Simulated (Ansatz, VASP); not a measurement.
Yb: VASP beside Ansatz

```xyz
1
Lattice="0.0000 2.6152 2.6152 2.6152 0.0000 2.6152 2.6152 2.6152 0.0000" Properties=species:S:1:pos:R:3 pbc="T T T"
Yb    0.0000    0.0000    0.0000
```

Alike in both runs: task single point; functional PBE; k mesh 17 × 17 × 17; occupations fermi-dirac, width 0.1 eV; no spin polarisation.

|  | VASP | Ansatz |
| --- | --- | --- |
| version | VASP 6.6.1 | Ansatz 0.2.0 |
| potentials or method | VASP PAW PBE potentials, release 64 (Yb), cutoff 520 eV | plane waves (420 eV) with PAW, scalar-relativistic |
| valence electrons in the cell | 24 | 24 |

|  | VASP | Ansatz | Ansatz less VASP |
| --- | --- | --- | --- |
| pressure (GPa) | -0.7 | 0.0 | +0.74 |

The functional is the same, so the differences come from potentials, cutoffs and numerics.

Neither program's run includes spin-orbit coupling.
